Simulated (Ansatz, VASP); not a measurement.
**YTl: VASP beside Ansatz**

```
Y Tl
1.0
     3.70030    0.00000    0.00000
     0.00000    3.70030    0.00000
     0.00000    0.00000    3.70030
Y Tl
1 1
Direct
  0.50000 0.50000 0.50000
  0.00000 0.00000 0.00000
```

Change from the starting cell: volume scaled by 0.96.

Alike in both runs: task single point; functional LDA; k mesh 11 × 11 × 11; occupations fermi-dirac, width 0.08 eV; no spin polarisation.

|  | VASP | Ansatz |
| --- | --- | --- |
| version | VASP 6.6.1 | Ansatz 0.2.0 |
| potentials or method | VASP PAW LDA potentials, release 64 (Y_sv, Tl_d), cutoff 520 eV | all-electron LAPW, scalar-relativistic |

```csv
,VASP,Ansatz,Ansatz less VASP
pressure (GPa),-0.4,-0.5,-0.08
```

LDA's correlation is that of Perdew and Zunger in VASP and of Perdew and Wang (1992) in Ansatz. Ansatz ran all-electron here, and VASP with PAW potentials.

Neither program's run includes spin-orbit coupling.
